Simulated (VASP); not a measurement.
A run of VASP 6.6.1 is set up as follows.

File INCAR:

```
SYSTEM = SnSe
PREC = Accurate
ENCUT = 520
EDIFF = 1E-7
ISMEAR = -1
SIGMA = 0.01
LREAL = .False.
LASPH = .True.
NELM = 80
ALGO = Normal
ISIF = 2
LWAVE = .False.
LCHARG = .False.
GGA = PE
NBANDS = 17
```

Contents of KPOINTS:

```
Automatic mesh
0
Gamma
  6 6 6
  0 0 0
```

The input POSCAR:

```
SnSe
1.0
    3.6777515886      0.0000000000      0.0000000000
    0.0000000000      3.6777515886      0.0000000000
    0.0000000000      0.0000000000      3.6902224493
Sn Se
1 1
Direct
    0.0000000000      0.0000000000      0.0000000000
    0.5000000000      0.5000000000      0.5000000000
```

Potentials or basis: VASP PAW PBE potentials, release 64 (Sn_d, Se).

Command:

```console
$ cat potpaw_PBE.64/Sn_d/POTCAR potpaw_PBE.64/Se/POTCAR > POTCAR
$ mpirun -np 1 vasp_std > vasp.out
```

(1) Estimate the band gap on the k mesh.

(2) What does it give for the pressure?

## Answers

(1) zero (bands 10 and 11 overlap by 1.39 eV).

(2) 0.0 GPa.

Caveat: spin-orbit coupling is left out, which moves the levels of the heavy elements.
